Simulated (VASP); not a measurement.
# PbO2 (P-3m1) in VASP: further runs

The runs below take PbO2 through single point, relaxation of cell and atoms, with PBE.

Everything below comes from runs of VASP 6.6.1. Logs are shortened: lines on timing, memory, paths and dates and some standing lists are left out, and cuts for length are marked.

### Step 1. The cell of the first run

Symmetry: P-3m1, No. 164, trigonal system. Conventional cell: a = 3.409 Å, b = 3.409 Å, c = 5.484 Å, α = 90.00°, β = 90.00°, γ = 120.00°. Pb (site symmetry -3m) has 6 O at 2.24 Å within 3.0 Å. Within 3.0 Å of O (site symmetry 3m) lie 3 Pb at 2.24 Å and 3 O at 2.90 Å.

### Step 2. Single point, PBE

File INCAR:

```
  PREC = Accurate
  ENCUT = 520
  EDIFF = 1E-7
  ISMEAR = 0
  SIGMA = 0.1
  LREAL = False
  LASPH = True
  NELM = 80
  ALGO = Normal
  ISIF = 2
  LWAVE = False
  LCHARG = False
  GGA = PE
  NBANDS = 20
```

File KPOINTS:

```
regular mesh
0
Gamma
  6 6 4
```

File POSCAR:

```
PbO2
1.0
    3.4092052734      0.0000000000      0.0000000000
   -1.7046026367      2.9524583735      0.0000000000
    0.0000000000      0.0000000000      5.4841308909
Pb O
1 2
Direct
    0.0000000000      0.0000000000      0.0000000000
    0.6666666667      0.3333333333      0.8056911249
    0.3333333333      0.6666666667      0.1943088751
```

Potentials or basis: VASP PAW PBE potentials, release 64 (Pb_d, O).

The run is started by

```bash
cat potpaw_PBE.64/Pb_d/POTCAR potpaw_PBE.64/O/POTCAR > POTCAR
mpirun -np 1 vasp_std > vasp.out
```

OUTCAR:

```text
PREC = Accurate
   ENCUT = 520
   EDIFF = 1E-7
   ISMEAR = 0
   LREAL = False
   LASPH = True
   NELM = 80
   ISIF = 2
   GGA = PE

 ion  position               nearest neighbor table
   1  0.000  0.000  0.000-   2 2.24   3 2.24   2 2.24   3 2.24   2 2.24   3 2.24
   2  0.667  0.333  0.806-   1 2.24   1 2.24   1 2.24
   3  0.333  0.667  0.194-   1 2.24   1 2.24   1 2.24

  LATTYP: Found a hexagonal cell.
 ALAT       =     3.4092052734
 C/A-ratio  =     1.6086244304

  Lattice vectors:

 A1 = (   3.4092052734,   0.0000000000,   0.0000000000)
 A2 = (  -1.7046026367,   2.9524583735,   0.0000000000)
 A3 = (   0.0000000000,   0.0000000000,   5.4841308909)

Analysis of symmetry for initial positions (statically):
=====================================================================
 Subroutine PRICEL returns:
 Original cell was already a primitive cell.

 Routine SETGRP: Setting up the symmetry group for a
 hexagonal supercell.

 Subroutine GETGRP returns: Found 12 space group operations
 (whereof 12 operations were pure point group operations)
 out of a pool of 24 trial point group operations.

The static configuration has the point symmetry D_3d.

Analysis of symmetry for dynamics (positions and initial velocities):
=====================================================================
 Subroutine PRICEL returns:
 Original cell was already a primitive cell.

 Routine SETGRP: Setting up the symmetry group for a
 hexagonal supercell.

 Subroutine GETGRP returns: Found 12 space group operations
 (whereof 12 operations were pure point group operations)
 out of a pool of 24 trial point group operations.

The dynamic configuration has the point symmetry D_3d.

 Subroutine INISYM returns: Found 12 space group operations
 (whereof 12 operations are pure point group operations),
 and found     1 'primitive' translations

----------------------------------------------------------------------------------------

                                     Primitive cell

  volume of cell :      55.2007

  direct lattice vectors                    reciprocal lattice vectors
     3.409205273  0.000000000  0.000000000     0.293323493  0.169350398  0.000000000
    -1.704602637  2.952458373  0.000000000     0.000000000  0.338700796  0.000000000
     0.000000000  0.000000000  5.484130891     0.000000000  0.000000000  0.182344298

  length of vectors
     3.409205273  3.409205273  5.484130891     0.338700796  0.338700796  0.182344298

  position of ions in fractional coordinates (direct lattice)
     0.000000000  0.000000000  0.000000000
     0.666666667  0.333333333  0.805691125
     0.333333333  0.666666667  0.194308875

  ion indices of the primitive-cell ions
   primitive index   ion index
                 1           1
                 2           2
                 3           3

----------------------------------------------------------------------------------------

 KPOINTS: regular mesh

Automatic generation of k-mesh.
 Grid dimensions read from file:
 generate k-points for:    6    6    4

 Generating k-lattice:

  Cartesian coordinates                     Fractional coordinates (reciprocal lattice)
     0.048887249  0.028225066  0.000000000     0.166666667  0.000000000  0.000000000
     0.000000000  0.056450133  0.000000000     0.000000000  0.166666667  0.000000000
     0.000000000  0.000000000  0.045586075     0.000000000  0.000000000  0.250000000

  Length of vectors
     0.056450133  0.056450133  0.045586075

  Shift w.r.t. Gamma in fractional coordinates (k-lattice)
     0.000000000  0.000000000  0.000000000

 Subroutine IBZKPT returns following result:
 ===========================================

 Found     24 irreducible k-points:

 Following reciprocal coordinates:
            Coordinates               Weight
  0.000000  0.000000  0.000000      1.000000
  0.166667  0.000000  0.000000      6.000000
  0.333333  0.000000  0.000000      6.000000
  0.500000  0.000000  0.000000      3.000000
  0.166667  0.166667  0.000000      6.000000
  0.333333  0.166667  0.000000     12.000000
[... 16 lines left out ...]
  0.333333  0.166667  0.500000     12.000000
  0.333333  0.333333  0.500000      2.000000
   k-points           NKPTS =     24   k-points in BZ     NKDIM =     24   number of bands    NBANDS=     20
   number of dos      NEDOS =    301   number of ions     NIONS =      3
   total plane-waves  NPLWV =  32928
   dimension x,y,z NGX =    28 NGY =   28 NGZ =   42
   dimension x,y,z NGXF=    56 NGYF=   56 NGZF=   84
   ions per type =               1   2
   NGX,Y,Z   is equivalent  to a cutoff of  13.65, 13.65, 12.73 a.u.
   NGXF,Y,Z  is equivalent  to a cutoff of  27.31, 27.31, 25.46 a.u.
 SYSTEM =  unknown system
   PREC   = accura    normal or accurate (medium, high low for compatibility)
   ISTART =      0    job   : 0-new  1-cont  2-samecut
   ICHARG =      2    charge: 1-file 2-atom 10-const
   ISPIN  =      1    spin polarized calculation?
   LNONCOLLINEAR =      F non collinear calculations
   LSORBIT =      F    spin-orbit coupling
   LASPH  =      T    aspherical Exc in radial PAW
   ENCUT  =  520.0 eV  38.22 Ry    6.18 a.u.   6.34  6.34 10.20*2*pi/ulx,y,z
   NELM   =     80;   NELMIN=  2; NELMDL= -5     # of ELM steps
   EDIFF  = 0.1E-06   stopping-criterion for ELM
   LREAL  =      F    real-space projection
   EDIFFG = 0.1E-05   stopping-criterion for IOM
   NSW    =      0    number of steps for IOM
   IBRION =     -1    ionic relax: 0-MD 1-quasi-New 2-CG
   NFREE  =      0    steps in history (QN), initial steepest desc. (CG)
   ISIF   =      2    stress and relaxation
   ISYM   =      2    0-nonsym 1-usesym 2-fastsym
   POTIM  = 0.5000    time-step for ionic-motion
   TEBEG  =    0.0;   TEEND  =   0.0 temperature during run
   PSTRESS=    0.0 pullay stress
   NELECT =      26.0000    total number of electrons
   NUPDOWN=      -1.0000    fix difference up-down
   EMIN   =  10.00;   EMAX   =-10.00  energy-range for DOS
   EFERMI =   0.00;   METHOD = LEGACY
   ISMEAR =     0;   SIGMA  =   0.10  broadening in eV -4-tet -1-fermi 0-gaus
   EFERMI_NEDOS =   21; number of points for ismear=-14 and -15
   IALGO  =     38    algorithm
   IMIX   =      4    mixing-type and parameters
     AMIX     =   0.40;   BMIX     =  1.00
     AMIX_MAG =   1.60;   BMIX_MAG =  1.00
  volume/ion in A,a.u.               =      18.40       124.17
  Fermi-wavevector in a.u.,A,eV,Ry     =   1.273750  2.407039 22.074641  1.622440
  Thomas-Fermi vector in A             =   2.406557
   LORBIT       =      0    0 simple, 1 ext, 2 COOP (PROOUT), +10 PAW based schemes
   GGA     = PE    functional components
   LHFCALC =     F    Hartree Fock is set to
   AEXX    =    0.0000 exact exchange contribution
   IVDW    =     0    specifies the selected vdW correction
   LEPSILON=     F    determine dielectric tensor
   LRPA    =     F    only Hartree local field effects (RPA)
 non-spin polarized calculation
 Gauss-broadening in eV      SIGMA  =   0.10
  energy-cutoff  :      520.00
  volume of cell :       55.20
 maximum number of plane-waves:      1508
 NGX is ok and might be reduce to    28
   NGX = 13   NGY = 13   NGZ = 21

 number of electron      25.9999998 magnetization

 Free energy of the ion-electron system (eV)
  ---------------------------------------------------
  ext. energy  EPLUGINS =         0.00000000
  ---------------------------------------------------
  free energy    TOTEN  =       -15.64343424 eV

  energy without entropy =      -15.64343424  energy(sigma->0) =      -15.64343424

 E-fermi :   1.7285     XC(G=0):  -8.9160

 val. band max:        1.1981779132   @ k =   0.3333   0.1667   0.2500
 cond. band min:       2.1529982585   @ k =   0.0000   0.0000   0.0000
 fundamental gap:      0.9548203453
 Fermi energy:         1.7284928242

 k-point     1 :       0.0000    0.0000    0.0000
  band No.  band energies     occupation
      1     -16.4761      2.00000
      2     -14.6852      2.00000
      3     -13.9709      2.00000
      4     -13.9709      2.00000
      5     -13.6885      2.00000
      6     -13.6597      2.00000
[... 12 lines left out ...]
     19      16.9141      0.00000
     20      17.9929      0.00000

 k-point     2 :       0.1667    0.0000    0.0000
  band No.  band energies     occupation
      1     -16.2366      2.00000
      2     -15.3486      2.00000
      3     -13.8903      2.00000
      4     -13.7649      2.00000
      5     -13.6676      2.00000
      6     -13.6631      2.00000
[... 12 lines left out ...]
     19      15.1480      0.00000
     20      18.1402      0.00000

 k-point     3 :       0.3333    0.0000    0.0000
  band No.  band energies     occupation
      1     -16.1636      2.00000
      2     -15.4417      2.00000
      3     -13.8440      2.00000
      4     -13.8062      2.00000
      5     -13.6252      2.00000
      6     -13.5838      2.00000
[... 12 lines left out ...]
     19      13.5610      0.00000
     20      15.4480      0.00000

 k-point     4 :       0.5000    0.0000    0.0000
  band No.  band energies     occupation
      1     -16.3546      2.00000
      2     -15.0949      2.00000
      3     -13.9068      2.00000
      4     -13.8074      2.00000
      5     -13.6102      2.00000
      6     -13.4959      2.00000
[... 12 lines left out ...]
     19      13.1623      0.00000
     20      14.1634      0.00000

 k-point     5 :       0.1667    0.1667    0.0000
  band No.  band energies     occupation
      1     -15.8905      2.00000
      2     -15.8194      2.00000
      3     -13.7865      2.00000
      4     -13.7699      2.00000
      5     -13.6151      2.00000
      6     -13.5900      2.00000
[... 12 lines left out ...]
     19      14.2887      0.00000
     20      16.3945      0.00000
[... 353 lines left out ...]
      6     -13.4959      2.00000
[... 12 lines left out ...]
     19      14.2637      0.00000
     20      14.7671      0.00000

 k-point    22 :       0.1667    0.1667    0.5000
  band No.  band energies     occupation
      1     -15.8775      2.00000
      2     -15.8291      2.00000
      3     -13.7872      2.00000
      4     -13.7698      2.00000
      5     -13.6149      2.00000
      6     -13.5835      2.00000
[... 12 lines left out ...]
     19      14.0567      0.00000
     20      15.8553      0.00000

 k-point    23 :       0.3333    0.1667    0.5000
  band No.  band energies     occupation
      1     -16.1767      2.00000
      2     -15.5215      2.00000
      3     -13.8359      2.00000
      4     -13.6916      2.00000
      5     -13.5963      2.00000
      6     -13.2455      2.00000
[... 12 lines left out ...]
     19      14.3966      0.00000
     20      15.5743      0.00000

 k-point    24 :       0.3333    0.3333    0.5000
  band No.  band energies     occupation
      1     -15.9156      2.00000
      2     -15.9156      2.00000
      3     -13.7234      2.00000
      4     -13.7234      2.00000
      5     -13.6439      2.00000
      6     -12.4234      2.00000
[... 12 lines left out ...]
     19      13.3974      0.00000
     20      16.1912      0.00000

------------------------ aborting loop because EDIFF is reached ----------------------------------------

  FORCE on cell =-STRESS in cart. coord.  units (eV):
  Direction    XX          YY          ZZ          XY          YZ          ZX
  --------------------------------------------------------------------------------------
  -------------------------------------------------------------------------------------
  Total        0.2132845      0.2132845     -0.0175571      0.0000000     -0.0000000      0.0000000
  in kB        6.1904924      6.1904924     -0.5095878      0.0000000     -0.0000000      0.0000000
  external PRESSURE =       3.9571323 kB  Pullay stress =       0.0000000 kB

 VOLUME and BASIS-vectors are now :
 -----------------------------------------------------------------------------
  energy-cutoff  :      520.00
  volume of cell :       55.20
      direct lattice vectors                 reciprocal lattice vectors
     3.409205273  0.000000000  0.000000000     0.293323493  0.169350398  0.000000000
    -1.704602637  2.952458373  0.000000000     0.000000000  0.338700796  0.000000000
     0.000000000  0.000000000  5.484130891     0.000000000  0.000000000  0.182344298

 POSITION                                       TOTAL-FORCE (eV/Angst)
 -----------------------------------------------------------------------------------
      0.00000      0.00000      0.00000         0.000000      0.000000      0.000000
      1.70460      0.98415      4.41852        -0.000000      0.000000     -0.022112
     -0.00000      1.96831      1.06562         0.000000     -0.000000      0.022112
 -----------------------------------------------------------------------------------
    total drift:                                0.000000     -0.000000      0.000000

  FREE ENERGIE OF THE ION-ELECTRON SYSTEM (eV)
  ---------------------------------------------------
  free  energy   TOTEN  =       -15.6434342352 eV

  energy  without entropy=      -15.6434342352  energy(sigma->0) =      -15.64343424
```

Run time: 13 s. Hardware: 1 thread of Intel Xeon 6975P-C (Granite Rapids), shared host; peak memory 0.18 GiB.

What came out:

| Property | Result |
| --- | --- |
| Free energy | -15.6434 eV |
| Pressure | 0.4 GPa |
| Largest force | 0.022 eV/Å |
| Band gap on the k mesh | 0.95 eV (least direct gap 1.24 eV) |

Forces in eV/Å, atoms in the order of the input:
```
Pb   0.000  0.000  0.000
O    0.000  0.000 -0.022
O    0.000  0.000  0.022
```

Caveat: spin-orbit coupling is left out, which moves the levels of the heavy elements.

### Step 3. Relaxation of cell and atoms, PBE

This run uses another cell than the first one, of 16.49 Å³/atom.

File INCAR:

```
ALGO     = Normal         # electronic algorithm
EDIFF    = 1E-7           # SCF threshold, eV
EDIFFG   = -0.05          # ionic threshold
ENCUT    = 600            # plane-wave cutoff, eV
GGA      = PE             # functional
IBRION   = 2              # ionic algorithm
ISIF     = 3              # what is computed and relaxed
ISMEAR   = 0              # smearing method
LASPH    = True           # aspherical terms in the spheres
LCHARG   = False          # write CHGCAR
LREAL    = False          # projectors in reciprocal space
LWAVE    = False          # write WAVECAR
NELM     = 100            # most SCF steps
NSW      = 80             # ionic steps
PREC     = Accurate       # precision mode
SIGMA    = 0.1            # smearing width, eV
```

File KPOINTS:

```
k-points
0
Gamma
  6 6 4
```

File POSCAR:

```
PbO2
1.0
    3.1657285639      0.0000000000      0.0000000000
   -1.5828642819      2.7416013578      0.0000000000
    0.0000000000      0.0000000000      5.7000210387
Pb O
1 2
Direct
    0.0000000000      0.0000000000      0.0000000000
    0.6666666667      0.3333333333      0.7712614522
    0.3333333333      0.6666666667      0.2287385478
```

Potentials or basis: VASP PAW PBE potentials, release 64 (Pb_d, O).

The run is started by

```bash
cat potpaw_PBE.64/Pb_d/POTCAR potpaw_PBE.64/O/POTCAR > POTCAR
mpirun -np 1 vasp_std > vasp.out
```

It took 55 s on 1 thread of Intel Xeon 6975P-C (Granite Rapids), shared host; peak memory 0.21 GiB.

It converged, with:

| Item | Value |
| --- | --- |
| Free energy | -15.6430 eV |
| Relaxed volume | 17.31 Å³/atom |
| Relaxed cell | a = 3.418 Å, b = 3.418 Å, c = 5.133 Å, α = 90.00°, β = 90.00°, γ = 120.00° |
| Space group after relaxing (to 0.1 Å) | P-3m1 (No. 164) |
| Energy gained by relaxing | 212.0 meV/atom |
| Ionic steps | 7 |
| Pressure after relaxing | 0.1 GPa |
| Largest force after relaxing | 0.006 eV/Å |
| Band gap on the k mesh | 0.77 eV (least direct gap 0.96 eV) |

Forces on the atoms (eV/Å):
```
Pb   0.000  0.000  0.000
O    0.000  0.000 -0.006
O    0.000  0.000  0.006
```

Step by step:
| step | energy change (eV) | largest force (eV/Å) | pressure (GPa) | volume (Å³) |
| --- | --- | --- | --- | --- |
| 1 | 0.0000 | 1.3177 | 5.97 | 49.47 |
| 2 | -0.5419 | 0.9044 | -3.67 | 53.72 |
| 3 | -0.5551 | 0.8304 | -4.89 | 54.41 |
| 4 | -0.6269 | 0.2582 | 2.36 | 50.99 |
| 5 | -0.6352 | 0.0250 | 0.35 | 51.80 |
| 6 | -0.6352 | 0.0072 | 0.47 | 51.75 |
| 7 | -0.6360 | 0.0064 | 0.06 | 51.93 |

Final structure:
```xyz
3
Lattice="3.4180 0.0000 0.0000 -1.7090 2.9600 0.0000 0.0000 0.0000 5.1326" Properties=species:S:1:pos:R:3 pbc="T T T"
Pb    3.4180    0.0000    0.0000
O     1.7090    0.9867    4.0702
O     0.0000    1.9734    1.0624
```

Levels at points of the mesh, in eV from the valence-band top:
```csv
k point,band 11,band 12,band 13,band 14,band 15,band 16
"(0.00, 0.00, 0.00)",-0.42,-0.42,-0.18,0.77,5.38,10.02
"(0.50, 0.00, 0.00)",-1.29,-0.17,-0.07,3.21,6.71,9.47
"(0.00, 0.00, 0.50)",-0.95,-0.38,-0.38,1.70,4.97,10.44
"(0.50, 0.00, 0.50)",-0.99,-0.25,-0.13,3.13,6.50,9.13
```

Caveat: spin-orbit coupling is left out, which moves the levels of the heavy elements.

(Continued in part 2 of 2.)
